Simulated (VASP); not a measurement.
A run of VASP 6.6.1 is set up as follows.

POSCAR

```
Ta4C3
1.0
    4.5115760710      0.0000000000      0.0000000000
    0.0000000000      4.5115760710      0.0000000000
    0.0000000000      0.0000000000      4.5115760710
Ta C
4 3
Direct
    0.0000000000      0.5000000000      0.5000000000
    0.5000000000      0.0000000000      0.5000000000
    0.5000000000      0.5000000000      0.0000000000
    0.0000000000      0.0000000000      0.0000000000
    0.5000000000      0.0000000000      0.0000000000
    0.0000000000      0.5000000000      0.0000000000
    0.0000000000      0.0000000000      0.5000000000
```

The input INCAR.step1:

```
SYSTEM = Ta4C3
  PREC = Accurate
  ENCUT = 520
  ISMEAR = 0
  SIGMA = 0.1
  LREAL = .False.
  LASPH = .True.
  NELM = 60
  NBANDS = 37
  GGA = PE
  ALGO = Normal
  EDIFF = 1E-4
  LWAVE = .True.
  LCHARG = .False.
```

File INCAR.step2:

```
SYSTEM = Ta4C3
  PREC = Accurate
  ENCUT = 520
  EDIFF = 1E-7
  ISMEAR = 0
  SIGMA = 0.1
  LREAL = .False.
  LASPH = .True.
  NELM = 60
  ALGO = Normal
  ISIF = 2
  LWAVE = .False.
  LCHARG = .False.
  METAGGA = R2SCAN
  LMIXTAU = .True.
  NBANDS = 37
  ISTART = 1
```

The input KPOINTS:

```
regular mesh
0
Gamma
  8 8 8
  0 0 0
```

Potentials or basis: VASP PAW PBE potentials, release 64 (Ta_pv, C).

The run is started by

```bash
$ cat potpaw_PBE.64/Ta_pv/POTCAR potpaw_PBE.64/C/POTCAR > POTCAR
$ cp INCAR.step1 INCAR
$ mpirun -np 1 vasp_std > vasp.out
$ cp INCAR.step2 INCAR
$ mpirun -np 1 vasp_std > vasp.out
```

(1) What does it give for the pressure?

(2) What does it give for the band gap on the k mesh?

## Answers

(1) -15.0 GPa.

(2) zero (band 28 reaches 6.97 eV, above the bottom of band 29 at 6.09 eV).

Caveat: the PAW data sets were made with another functional, which shifts forces and pressure a little; spin-orbit coupling is left out, which moves the levels of the heavy elements.
